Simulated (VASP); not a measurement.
Write the native input for VASP 6.6.1 that does the following.

* Task: single point
* Functional: r2SCAN
* Potentials or basis: VASP PAW PBE potentials, release 64 (Tl_d)
* Cutoff: 520 eV
* k mesh: 18 × 18 × 18
* Occupations: gaussian, width 0.15 eV
* Spin: no spin polarisation
* Dipole correction: no
* Further INCAR settings: ALGO = Normal; EDIFF = 1e-06; NBANDS = 12

The system is Tl.

```
Tl
1.0
    -1.98952    1.98952    1.94100
     1.98952   -1.98952    1.94100
     1.98952    1.98952   -1.94100
Tl
1
Direct
  0.00000 0.00000 0.00000
```

This cell differs from its parent crystal: strain +0.0250 x Voigt [1, 1, 0, 0, 0, 0].

One way to write it, as run:

POSCAR

```
Tl
1.0
   -1.9895250000      1.9895250000      1.9410000000
    1.9895250000     -1.9895250000      1.9410000000
    1.9895250000      1.9895250000     -1.9410000000
Tl
1
Direct
    0.0000000000      0.0000000000      0.0000000000
```

INCAR.step1

```
SYSTEM = Tl
PREC = Accurate
ENCUT = 520
ISMEAR = 0
SIGMA = 0.15
LREAL = .FALSE.
LASPH = .TRUE.
NELM = 100
NBANDS = 12
GGA = PE
ALGO = Normal
EDIFF = 1E-4
LWAVE = .TRUE.
LCHARG = .FALSE.
```

INCAR.step2

```
SYSTEM = Tl
PREC = Accurate
ENCUT = 520
EDIFF = 1E-6
ISMEAR = 0
SIGMA = 0.15
LREAL = .FALSE.
LASPH = .TRUE.
NELM = 100
ALGO = Normal
ISIF = 2
LWAVE = .FALSE.
LCHARG = .FALSE.
METAGGA = R2SCAN
LMIXTAU = .TRUE.
NBANDS = 12
ISTART = 1
```

KPOINTS

```
Automatic mesh
0
G
  18 18 18
  0 0 0
```

Potentials or basis: VASP PAW PBE potentials, release 64 (Tl_d).

The run is started by

```bash
$ cat potpaw_PBE.64/Tl_d/POTCAR > POTCAR
$ cp INCAR.step1 INCAR
$ mpirun -np 1 vasp_std > vasp.out
$ cp INCAR.step2 INCAR
$ mpirun -np 1 vasp_std > vasp.out
```

Results of the run:

The pressure is -0.7 GPa.

Caveat: the cell differs from its parent crystal (strain +0.0250 x Voigt [1, 1, 0, 0, 0, 0]); the PAW data sets were made with another functional, which shifts forces and pressure a little.

Run time: 10 min on 1 thread of Intel(R) Xeon(R) Platinum 8259CL CPU @ 2.50GHz (Skylake/Cascade Lake), on a shared host, peak memory 0.3 GiB.
